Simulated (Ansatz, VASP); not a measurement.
This is a calculation of BP for VASP 6.6.1.

Contents of INCAR:

```
SYSTEM = BP
PREC = Accurate
ENCUT = 520
EDIFF = 1E-6
ISMEAR = -1
SIGMA = 0.05
LREAL = .False.
LASPH = .True.
NELM = 100
ALGO = Normal
ISIF = 2
LWAVE = .False.
LCHARG = .False.
GGA = RP
NBANDS = 11
```

File KPOINTS:

```
Automatic mesh
0
Gamma
  10 10 10
  0 0 0
```

Contents of POSCAR:

```
BP
1.0
    0.0000000000      2.2383340787      2.2383340787
    2.2383340787      0.0000000000      2.2383340787
    2.2383340787      2.2383340787      0.0000000000
P B
1 1
Direct
    0.7500000000      0.7500000000      0.7500000000
    0.0000000000      0.0000000000      0.0000000000
```

Potentials or basis: VASP PAW PBE potentials, release 64 (P, B).

Launch:

```console
$ cat potpaw_PBE.64/P/POTCAR potpaw_PBE.64/B/POTCAR > POTCAR
$ mpirun -np 1 vasp_std > vasp.out
```

Problem. Translate it to Ansatz 0.2.0. Potentials there: Ansatz PAW.

Solution. As run (the cutoff follows the program's own potentials):

input.yaml

```yaml
crystal:
  lattice:
    - [0.0, 2.2383340787, 2.2383340787]
    - [2.2383340787, 0.0, 2.2383340787]
    - [2.2383340787, 2.2383340787, 0.0]
  atoms:
    - { symbol: P, position: [0.75, 0.75, 0.75] }
    - { symbol: B, position: [0.0, 0.0, 0.0] }
hamiltonian:
  xc: rpbe
  pseudopotentials: { kind: paw }
kpoints:
  mp_grid: { grid: [10, 10, 10] }
scf:
  occupations: { method: fermi_dirac, width: 0.05 }
output:
  forces: true
  stress: true
  eigenvalues: true
```

Potentials or basis: Ansatz PAW.

Run with:

```sh
$ ansatz run input.yaml --threads 2 --pin off --max-ram 5120MiB --backend cpu --events-out ev --progress --plain --runs-dir out
```

Both were run:

|  | VASP | Ansatz | Ansatz less VASP |
| --- | --- | --- | --- |
| gap on the k mesh at the Fermi level (eV) | 1.19 | 1.20 | +0.015 |
| least direct gap on the mesh (eV) | 3.46 | 3.47 | +0.011 |
| pressure (GPa) | 10.9 | 11.5 | +0.54 |

VASP's potentials were made for PBE, not for RPBE. With one functional, cell and mesh, what is left measures potentials, basis and numerics.
